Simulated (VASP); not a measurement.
A run of VASP 6.6.1 is set up as follows.

Contents of INCAR:

```
SYSTEM = SiNi2
PREC = Accurate
ENCUT = 520
EDIFF = 1E-6
ISMEAR = 0
SIGMA = 0.1
LREAL = .False.
LASPH = .True.
NELM = 100
ALGO = Fast
ISIF = 2
LWAVE = .False.
LCHARG = .True.
GGA = PS
LELF = .True.
LVHAR = .True.
NBANDS = 33
```

The input KPOINTS:

```
regular mesh
0
Gamma
  12 12 8
  0 0 0
```

POSCAR

```
SiNi2
1.0
    3.8684636107      0.0000000000      0.0000000000
   -1.9342318054      3.3501877605      0.0000000000
    0.0000000000      0.0000000000      4.9169851898
Si Ni
2 4
Direct
    0.3333333333      0.6666666667      0.7500000000
    0.6666666667      0.3333333333      0.2500000000
    0.0000000000      0.0000000000      0.0000000000
    0.0000000000      0.0000000000      0.5000000000
    0.3333333333      0.6666666667      0.2500000000
    0.6666666667      0.3333333333      0.7500000000
```

Potentials or basis: VASP PAW PBE potentials, release 64 (Si, Ni).

Launch:

```sh
$ cat potpaw_PBE.64/Si/POTCAR potpaw_PBE.64/Ni/POTCAR > POTCAR
$ mpirun -np 1 vasp_std > vasp.out
```

Question: What does it give for the band gap on the k mesh?

Answer: Zero (bands 24 and 25 overlap by 3.38 eV).

Question: Predict the pressure.

Answer: 0.3 GPa.

Stress tensor (GPa, compression positive):
```
0.38 0.00 0.00
0.00 0.38 0.00
0.00 0.00 0.13
```

Caveat: the PAW data sets were made with another functional, which shifts forces and pressure a little. Spin polarisation is off, so any magnetic state and its effect on volume and gap are missing.
